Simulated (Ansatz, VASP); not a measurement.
## TiO2: VASP beside Ansatz

```
Ti O
1.0
     2.70603   -2.70666    0.00000
     2.70603    2.70666    0.00000
    -2.63353    0.00000    4.79664
Ti O
2 4
Direct
  0.13411 0.86589 0.25000
  0.86589 0.13411 0.75000
  0.33122 0.08876 0.66715
  0.66878 0.91124 0.33285
  0.91124 0.66878 0.83285
  0.08876 0.33122 0.16715
```

Alike in both runs: task single point; functional r2SCAN; k mesh 8 × 8 × 6; occupations methfessel-paxton of order 1, width 0.99 eV; no spin polarisation.

|  | VASP | Ansatz |
| --- | --- | --- |
| version | VASP 6.6.1 | Ansatz 0.2.0 |
| potentials or method | VASP PAW PBE potentials, release 64 (Ti_sv, O), cutoff 520 eV | scalar-relativistic, plane waves, PAW |
| valence electrons in the cell | 48 | 48 |

Ansatz gave:

```
gap on the k mesh at the Fermi level (eV)                     : 2.39
least direct gap on the mesh (eV)                             : 2.75
pressure (GPa)                                                : -6.9
traceless stress, the component that is largest in VASP (GPa) : 0.08
rms of the force components (eV/Å)                            : 0.123
```

Problem. Which values does VASP return?

Solution. gap on the k mesh at the Fermi level (eV): 2.48; least direct gap on the mesh (eV): 2.84; pressure (GPa): -5.3; traceless stress, the component that is largest in VASP (GPa): 0.65; rms of the force components (eV/Å): 0.061.

VASP's potentials were made for PBE, not for r2SCAN. Atom by atom the forces differ by 0.070 eV/Å (rms over components). The functional is the same, so the differences come from potentials, cutoffs and numerics.
